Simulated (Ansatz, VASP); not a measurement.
# Two plane-wave programs on As

The input INCAR:

```
SYSTEM = As
  PREC = Accurate
  ENCUT = 500
  EDIFF = 1E-6
  ISMEAR = 0
  SIGMA = 0.1
  LREAL = .FALSE.
  LASPH = .TRUE.
  NELM = 120
  ALGO = Normal
  ISIF = 2
  LWAVE = .FALSE.
  LCHARG = .FALSE.
  GGA = PS
  NBANDS = 12
  GGA_COMPAT = .FALSE.
```

The input KPOINTS:

```
Automatic mesh
0
G
  16 16 8
  0 0 0
```

Contents of POSCAR:

```
As
1.0
    2.5773961800      0.0000000000      0.0000000000
    0.0000000000      2.5921088915      0.0000000000
   -0.0215938247      0.0000000000      5.1580287824
As
2
Direct
    0.9999999700      0.0000000000      0.2505746400
    0.0000000300      0.0000000000      0.7494253600
```

Input for Ansatz:

```yaml
crystal:
  lattice:
    - [2.57739618, 0.0, 0.0]
    - [0.0, 2.5921088915, 0.0]
    - [-0.0215938247, 0.0, 5.1580287824]
  atoms:
    - { symbol: As, position: [0.99999997, 0.0, 0.25057464] }
    - { symbol: As, position: [3.0e-08, 0.0, 0.74942536] }
basis:
  ecutwfc: 420
kpoints:
  mp_grid: { grid: [16, 16, 8] }
hamiltonian:
  xc: pbesol
scf:
  occupations: { method: gaussian, width: 0.1 }
output:
  forces: true
  stress: true
  eigenvalues: true
  populations: true
```

Alike in both runs: task single point; functional PBEsol; k mesh 16 × 16 × 8; occupations gaussian, width 0.1 eV; no spin polarisation.

|  | VASP | Ansatz |
| --- | --- | --- |
| version | VASP 6.6.1 | Ansatz 0.2.0 |
| potentials or method | VASP PAW PBE potentials, release 64 (As), cutoff 500 eV | scalar-relativistic, plane waves, PAW |
| valence electrons in the cell | 10 | 30 |

```csv
,VASP,Ansatz,Ansatz less VASP
gap on the k mesh at the Fermi level (eV),none,none,-
pressure (GPa),14.8,14.1,-0.70
"traceless stress, the component that is largest in VASP (GPa)",-1.40,-1.38,+0.013
rms of the force components (eV/Å),0.022,0.022,-0.0008
```

VASP's potentials were made for PBE, not for PBEsol. Atom by atom the forces differ by 0.001 eV/Å (rms over components). A gap of «none» marks a metal or a gap that the smearing closes. VASP's potentials hold 10 valence electrons a cell and Ansatz's 30, so a difference there can come from the potentials and not from the codes.
